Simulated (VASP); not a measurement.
## Cu: relaxation of cell and atoms with PBEsol

The system is Cu.

```
Cu
1.0
     1.94645    0.00000    0.00000
     0.00000    1.94645    0.00000
     0.00000    0.00000    1.94645
Cu
1
Direct
  0.00000 0.00000 0.00000
```

```json
{"Program": "VASP 6.6.1", "Task": "relaxation of cell and atoms", "Functional": "PBEsol", "Potentials or basis": "VASP PAW PBE potentials, release 64 (Cu)", "Cutoff": "600 eV", "k mesh": "19 × 19 × 19", "Occupations": "fermi-dirac, width 0.08 eV", "Spin": "no spin polarisation", "Target pressure": "290 GPa", "Dipole correction": "no", "Further INCAR settings": "ALGO = Normal; EDIFF = 1e-07; IBRION = 2; EDIFFG = -0.005; NSW = 32; ISIF = 3"}
```

```
Relaxed volume                                         : 7.40 Å³/atom
Relaxed cell                                           : a = 1.948 Å, b = 1.948 Å, c = 1.948 Å, α = 90.00°, β = 90.00°, γ = 90.00°
Space group after relaxing (to 0.05 Å)                 : Pm-3m (No. 221)
Energy change on relaxing (the enthalpy is what falls) : -38.9 meV/atom
Ionic steps                                            : 3
Pressure after relaxing                                : 290.0 GPa
```

Step by step:
| step | energy change (eV) | largest force (eV/Å) | pressure (GPa) | volume (Å³) |
| --- | --- | --- | --- | --- |
| 1 | 0.0000 | 0.0000 | 293.50 | 7.37 |
| 2 | -0.3027 | 0.0000 | 266.19 | 7.55 |
| 3 | -0.0389 | 0.0000 | 289.98 | 7.40 |

Final structure:
```
Cu
1.0
     1.94833    0.00000    0.00000
     0.00000    1.94833    0.00000
     0.00000    0.00000    1.94833
Cu
1
Cartesian
  0.0000 0.0000 0.0000
```

Levels at points of the mesh, in eV from the Fermi level:
```csv
k point,band 3,band 4,band 5,band 6,band 7,band 8,band 9
"(0.00, 0.00, 0.00)",-8.01,-1.71,-1.71,-1.71,25.22,25.22,25.22
```

Run time: 59 s on 1 thread of AMD EPYC 7R13 (shared host), peak memory 0.1 GiB.

Caveat: the cell is relaxed towards a set pressure, so the enthalpy falls and the energy may rise; the PAW data sets were made with another functional, which shifts forces and pressure a little.
